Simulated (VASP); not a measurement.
Input of a VASP 6.6.1 run:

Contents of INCAR:

```
SYSTEM = SnO2
  PREC = Accurate
  ENCUT = 520
  EDIFF = 1E-6
  ISMEAR = -1
  SIGMA = 0.05
  LREAL = .FALSE.
  LASPH = .TRUE.
  NELM = 80
  ALGO = Normal
  ISIF = 2
  LWAVE = .FALSE.
  LCHARG = .FALSE.
  NBANDS = 64
```

Contents of KPOINTS:

```
regular mesh
0
G
  4 4 4
  0 0 0
```

File POSCAR:

```
SnO2
1.0
    5.1752560000      0.0000000000      0.0000000000
    0.0000000000      5.1752560000      0.0000000000
    0.0000000000      0.0000000000      5.1752560000
Sn O
4 8
Direct
    0.0000000000      0.0000000000      0.0000000000
    0.5000000000      0.0000000000      0.5000000000
    0.5000000000      0.5000000000      0.0000000000
    0.0000000000      0.5000000000      0.5000000000
    0.6610980000      0.8389020000      0.1610980000
    0.8389020000      0.1610980000      0.6610980000
    0.1610980000      0.6610980000      0.8389020000
    0.3389020000      0.3389020000      0.3389020000
    0.6610980000      0.6610980000      0.6610980000
    0.8389020000      0.3389020000      0.1610980000
    0.1610980000      0.8389020000      0.3389020000
    0.3389020000      0.1610980000      0.8389020000
```

Potentials or basis: VASP PAW LDA potentials, release 64 (Sn_d, O).

Launch:

```sh
$ cat potpaw_LDA.64/Sn_d/POTCAR potpaw_LDA.64/O/POTCAR > POTCAR
$ mpirun -np 1 vasp_std > vasp.out
```

Problem. Estimate the pressure.

Solution. -11.7 GPa.

Problem. Estimate the largest force.

Solution. 0.039 eV/Å.

Forces on the atoms (eV/Å):
```
Sn   0.000  0.000  0.000
Sn   0.000  0.000  0.000
Sn   0.000  0.000  0.000
Sn   0.000  0.000  0.000
O    0.023 -0.023  0.023
O   -0.023  0.023  0.023
O    0.023  0.023 -0.023
O   -0.023 -0.023 -0.023
O    0.023  0.023  0.023
O   -0.023 -0.023  0.023
O    0.023 -0.023 -0.023
O   -0.023  0.023 -0.023
```
